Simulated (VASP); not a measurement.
Write the native input for VASP 6.6.1 that does the following.

```yaml
Task: single point
Functional: r2SCAN
Potentials_or_basis: VASP PAW PBE potentials, release 64 (Gd, N)
Cutoff: 520 eV
k_mesh: 12 × 12 × 12
Occupations: gaussian, width 0.05 eV
Spin: collinear spin, ferromagnetic start
Starting_moments: "[7.62, 0.0] μB"
Dipole_correction: no
Further_INCAR_settings: ALGO = Normal; EDIFF = 1e-06; NBANDS = 22
```

Crystal: GdN.

```
Gd N
1.0
     3.38678    0.00000    0.00000
    -1.69339    2.93304    0.00000
     0.00000    0.00000    3.01851
Gd N
1 1
Direct
  0.00000 0.00000 0.00000
  0.66667 0.33333 0.50000
```

One way to write it, as run:

POSCAR

```
GdN
1.0
    3.3867809642      0.0000000000      0.0000000000
   -1.6933904821      2.9330383520      0.0000000000
    0.0000000000      0.0000000000      3.0185066495
Gd N
1 1
Direct
    0.0000000000      0.0000000000      0.0000000000
    0.6666666667      0.3333333333      0.5000000000
```

INCAR.step1

```
SYSTEM = GdN
PREC     = Accurate       ! precision mode
ENCUT    = 520            ! plane-wave cutoff, eV
ISMEAR   = 0              ! smearing method
SIGMA    = 0.05           ! smearing width, eV
LREAL    = .FALSE.        ! projectors in reciprocal space
LASPH    = .TRUE.         ! aspherical terms in the spheres
NELM     = 150            ! most SCF steps
ISPIN    = 2              ! spin polarisation
MAGMOM   = 7.62 0         ! initial moments
LMAXMIX  = 6              ! l up to which the mixer works
NBANDS   = 22             ! bands
GGA      = PE             ! functional
ALGO     = Normal         ! electronic algorithm
EDIFF    = 1E-4           ! SCF threshold, eV
LWAVE    = .TRUE.         ! write WAVECAR
LCHARG   = .FALSE.        ! write CHGCAR
```

INCAR.step2

```
SYSTEM = GdN
PREC     = Accurate       ! precision mode
ENCUT    = 520            ! plane-wave cutoff, eV
EDIFF    = 1E-6           ! SCF threshold, eV
ISMEAR   = 0              ! smearing method
SIGMA    = 0.05           ! smearing width, eV
LREAL    = .FALSE.        ! projectors in reciprocal space
LASPH    = .TRUE.         ! aspherical terms in the spheres
NELM     = 150            ! most SCF steps
ALGO     = Normal         ! electronic algorithm
ISIF     = 2              ! what is computed and relaxed
LWAVE    = .FALSE.        ! write WAVECAR
LCHARG   = .TRUE.         ! write CHGCAR
ISPIN    = 2              ! spin polarisation
MAGMOM   = 7.62 0         ! initial moments
LORBIT   = 11             ! projections on sites
LMAXMIX  = 6              ! l up to which the mixer works
METAGGA  = R2SCAN         ! meta-GGA
LMIXTAU  = .TRUE.       
LELF     = .TRUE.         ! ELF
LVHAR    = .TRUE.       
NBANDS   = 22             ! bands
ISTART   = 1
```

KPOINTS

```
regular mesh
0
G
  12 12 12
  0 0 0
```

Potentials or basis: VASP PAW PBE potentials, release 64 (Gd, N).

Run with:

```console
$ cat potpaw_PBE.64/Gd/POTCAR potpaw_PBE.64/N/POTCAR > POTCAR
$ cp INCAR.step1 INCAR
$ mpirun -np 1 vasp_std > vasp.out
$ cp INCAR.step2 INCAR
$ mpirun -np 1 vasp_std > vasp.out
```

Results of the run:

| Property | Result |
| --- | --- |
| Pressure | 3.3 GPa |
| Band gap on the k mesh | 0.01 eV |
| Net moment | 7.00 μB per cell |
| Site moments | Gd +6.79; N -0.09 μB |
| Valence electrons inside the program's atomic spheres | Gd 15.29; N 3.69 |

Caveat: the cell stands under pressure; the PAW data sets were made with another functional, which shifts forces and pressure a little; spin-orbit coupling is left out, which moves the levels of the heavy elements; a cell with one magnetic atom can't hold antiferromagnetic order, which such compounds often take; semilocal functionals describe open f shells poorly, which spoils levels, moments and volumes.

It took 14 min on 1 thread of Intel(R) Xeon(R) 6975P-C (Granite Rapids) (shared host), peak memory 0.29 GiB.
